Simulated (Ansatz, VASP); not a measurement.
Given: the input of a run of Ansatz 0.2.0 on HgTe.

Contents of input.yaml:

```yaml
crystal:
  lattice:
    - [-2.9834303915, 2.9834303915, 1.5275763738]
    - [2.9834303915, -2.9834303915, 1.5275763738]
    - [2.9834303915, 2.9834303915, -1.5275763738]
  atoms:
    - { symbol: Hg, position: [0.75, 0.25, 0.5] }
    - { symbol: Te, position: [0.0, 0.0, 0.0] }
hamiltonian:
  xc: r2scan
  pseudopotentials: { kind: paw }
kpoints:
  mp_grid: { grid: [10, 10, 10] }
scf:
  occupations: { method: fermi_dirac, width: 0.05 }
output:
  forces: true
  stress: true
  eigenvalues: true
```

Potentials or basis: Ansatz PAW.

Launch:

```sh
$ ansatz run input.yaml --threads 2 --pin off --max-ram 5632MiB --backend cpu --events-out ev --progress --plain --runs-dir out
```

Task: Set up the same calculation for VASP 6.6.1. Potentials there: VASP PAW PBE potentials, release 64 (Hg, Te).

Result: As run (the cutoff follows the program's own potentials):

The input POSCAR:

```
HgTe
1.0
   -2.9834303915      2.9834303915      1.5275763738
    2.9834303915     -2.9834303915      1.5275763738
    2.9834303915      2.9834303915     -1.5275763738
Hg Te
1 1
Direct
    0.7500000000      0.2500000000      0.5000000000
    0.0000000000      0.0000000000      0.0000000000
```

INCAR.step1

```
SYSTEM = HgTe
ALGO = Normal
EDIFF = 1E-4
ENCUT = 520
GGA = PE
ISMEAR = -1
LASPH = .True.
LCHARG = .False.
LREAL = .False.
LWAVE = .True.
NBANDS = 16
NELM = 80
PREC = Accurate
SIGMA = 0.05
```

File INCAR.step2:

```
SYSTEM = HgTe
ALGO = Normal
EDIFF = 1E-6
ENCUT = 520
ISIF = 2
ISMEAR = -1
ISTART = 1
LASPH = .True.
LCHARG = .False.
LMIXTAU = .True.
LREAL = .False.
LWAVE = .False.
METAGGA = R2SCAN
NBANDS = 16
NELM = 80
PREC = Accurate
SIGMA = 0.05
```

Contents of KPOINTS:

```
k-points
0
Gamma
  10 10 10
  0 0 0
```

Potentials or basis: VASP PAW PBE potentials, release 64 (Hg, Te).

Launch:

```bash
$ cat potpaw_PBE.64/Hg/POTCAR potpaw_PBE.64/Te/POTCAR > POTCAR
$ cp INCAR.step1 INCAR
$ mpirun -np 1 vasp_std > vasp.out
$ cp INCAR.step2 INCAR
$ mpirun -np 1 vasp_std > vasp.out
```

Both were run:

|  | VASP | Ansatz | Ansatz less VASP |
| --- | --- | --- | --- |
| gap on the k mesh at the Fermi level (eV) | none | none | - |
| pressure (GPa) | 2.1 | 1.9 | -0.16 |
| traceless stress, the component that is largest in VASP (GPa) | 3.96 | 3.95 | -0.014 |

VASP's potentials were made for PBE, not for r2SCAN. A gap of «none» marks a metal or a gap that the smearing closes. VASP's potentials hold 18 valence electrons a cell and Ansatz's 36, so a difference there can come from the potentials and not from the codes.

Spin-orbit coupling is off throughout.
